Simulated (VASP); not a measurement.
Wanted: the native input for a VASP 6.6.1 run.

```
Task                   : single point
Functional             : BLYP
Potentials or basis    : VASP PAW PBE potentials, release 64 (Br)
Cutoff                 : 500 eV
k mesh                 : 4 × 4 × 4, shifted
Occupations            : tetrahedron
Spin                   : no spin polarisation
Dipole correction      : no
Further INCAR settings : ALGO = Normal; EDIFF = 1e-06; NBANDS = 10
```

The structure of Br lies in POSCAR:

```
Br
1.0
   -1.2867684050      1.7199972000      3.5779911600
    1.2867684050     -1.7199972000      3.5779911600
    1.2867684050      1.7199972000     -3.5779911600
Br
1
Direct
    0.0000000000      0.0000000000      0.0000000000
```

The input as run:

INCAR

```
SYSTEM = Br
PREC     = Accurate       ! precision mode
ENCUT    = 500            ! plane-wave cutoff, eV
EDIFF    = 1E-6           ! SCF threshold, eV
ISMEAR   = -4             ! smearing method
SIGMA    = 0.1            ! smearing width, eV
LREAL    = .FALSE.        ! projectors in reciprocal space
LASPH    = .TRUE.         ! aspherical terms in the spheres
NELM     = 120            ! most SCF steps
ALGO     = Normal         ! electronic algorithm
ISIF     = 2              ! what is computed and relaxed
LWAVE    = .FALSE.        ! write WAVECAR
LCHARG   = .FALSE.        ! write CHGCAR
GGA      = B5             ! functional
ALDAX    = 1.0          
AGGAX    = 1.0          
AGGAC    = 1.0          
ALDAC    = 0.0          
NBANDS   = 10             ! bands
GGA_COMPAT= .FALSE.
```

KPOINTS

```
Automatic mesh
0
Gamma
  4 4 4
  0.5 0.5 0.5
```

Potentials or basis: VASP PAW PBE potentials, release 64 (Br).

Run with:

```bash
$ cat potpaw_PBE.64/Br/POTCAR > POTCAR
$ mpirun -np 1 vasp_std > vasp.out
```

It gave:

The pressure is 7.7 GPa.

Caveat: the k points lie up to 0.76 Å⁻¹ apart; the PAW data sets were made with another functional, which shifts forces and pressure a little; an odd number of electrons without spin polarisation forces a metal; a magnetic or distorted state may lie lower.

It took 14 s on 1 thread of Intel(R) Xeon(R) 6975P-C (Granite Rapids) (shared host), peak memory 0.16 GiB.
